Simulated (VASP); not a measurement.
**Mo: relaxation of cell and atoms with PBE**

Mo:

```xyz
1
Lattice="-1.5735 1.5735 1.5735 1.5735 -1.5735 1.5735 1.5735 1.5735 -1.5735" Properties=species:S:1:pos:R:3 pbc="T T T"
Mo    0.0000    0.0000    0.0000
```

- Program: VASP 6.6.1
- Task: relaxation of cell and atoms
- Functional: PBE
- Potentials or basis: VASP PAW PBE potentials, release 64 (Mo_sv)
- Cutoff: 600 eV
- k mesh: 16 × 16 × 16
- Occupations: methfessel-paxton, width 0.2 eV
- Spin: no spin polarisation
- Dipole correction: no
- Further INCAR settings: ALGO = Fast; EDIFF = 1e-07; IBRION = 2; EDIFFG = -0.002; NSW = 80; ISIF = 3

```
Relaxed volume                         : 15.80 Å³/atom
Relaxed cell                           : a = 2.738 Å, b = 2.738 Å, c = 2.738 Å, α = 109.47°, β = 109.47°, γ = 109.47°
Space group after relaxing (to 0.05 Å) : Im-3m (No. 229)
Energy gained by relaxing              : 2.5 meV/atom
Ionic steps                            : 16
Pressure after relaxing                : 0.0 GPa
Band gap on the k mesh                 : zero (band 7 reaches 16.34 eV, above the bottom of band 8 at 11.08 eV)
```

The path:
```tsv
step	energy change (eV)	largest force (eV/Å)	pressure (GPa)	volume (Å³)
1	0.0000	0.0000	3.76	15.58
2	0.0159	0.0000	-9.19	16.42
3	-0.0025	0.0000	-0.03	15.81
4	-0.0025	0.0000	0.02	15.80
5	-0.0025	0.0000	0.03	15.80
6	-0.0025	0.0000	0.03	15.80
7	-0.0025	0.0000	0.02	15.80
8	-0.0025	0.0000	0.02	15.80
9	-0.0025	0.0000	0.02	15.80
10	-0.0025	0.0000	0.03	15.80
11	-0.0025	0.0000	0.03	15.80
12	-0.0025	0.0000	0.03	15.80
13	-0.0025	0.0000	0.03	15.80
14	-0.0025	0.0000	0.03	15.80
15	-0.0025	0.0000	0.04	15.80
16	-0.0025	0.0000	0.00	15.80
```

Final structure:
```cif
data_structure
_symmetry_space_group_name_H-M 'P 1'
_symmetry_Int_Tables_number 1
_cell_length_a 2.7381
_cell_length_b 2.7381
_cell_length_c 2.7381
_cell_angle_alpha 109.471
_cell_angle_beta 109.471
_cell_angle_gamma 109.471
_cell_volume 15.80
loop_
_atom_site_label
_atom_site_type_symbol
_atom_site_fract_x
_atom_site_fract_y
_atom_site_fract_z
_atom_site_occupancy
Mo1 Mo 0.00000 0.00000 0.00000 1
```

Levels at points of the mesh, in eV from the Fermi level:
| k point | band 3 | band 4 | band 5 | band 6 | band 7 | band 8 | band 9 | band 10 | band 11 |
| --- | --- | --- | --- | --- | --- | --- | --- | --- | --- |
| (0.00, 0.00, 0.00) | -34.56 | -34.56 | -7.20 | -1.34 | -1.34 | -1.34 | 1.65 | 1.65 | 14.82 |
| (0.50, 0.00, 0.00) | -34.99 | -34.57 | -5.25 | -3.35 | 1.59 | 1.67 | 2.29 | 4.67 | 11.48 |
| (0.50, 0.50, 0.50) | -35.50 | -35.50 | -5.35 | -5.35 | 3.93 | 3.93 | 3.93 | 8.98 | 8.98 |

It took 5.3 min on 1 thread of AMD EPYC 7R13, with other jobs on the host, peak memory 0.14 GiB.
